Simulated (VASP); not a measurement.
W8C9, 17 atoms in the cell. The cell holds a slab with vacuum, 17 atoms: a = 5.749 Å, b = 5.633 Å, c = 15.149 Å, α = 90.00°, β = 90.00°, γ = 90.00°. 

* Program: VASP 6.6.1
* Task: single point
* Functional: PBE
* Potentials or basis: VASP PAW PBE potentials, release 64 (W_sv, C)
* Cutoff: 520 eV
* k mesh: 3 × 3 × 1
* Occupations: fermi-dirac, width 0.15 eV
* Spin: no spin polarisation
* Dipole correction: no
* Further INCAR settings: LREAL = Auto; ALGO = Normal; EDIFF = 1e-07; NBANDS = 88

Potentials or basis: VASP PAW PBE potentials, release 64 (W_sv, C).

Run with:

```sh
$ cat potpaw_PBE.64/W_sv/POTCAR potpaw_PBE.64/C/POTCAR > POTCAR
$ mpirun -np 1 vasp_std > vasp.out
```

Hardware: 1 thread of Intel(R) Xeon(R) Platinum 8488C (Sapphire Rapids), on a shared host.

Question: Estimate the wall time of this run.

Answer: Run time: 7.4 min on 1 thread of Intel(R) Xeon(R) Platinum 8488C (Sapphire Rapids), on a shared host, peak memory 0.57 GiB. Counts: scf iterations 30, k points 5.
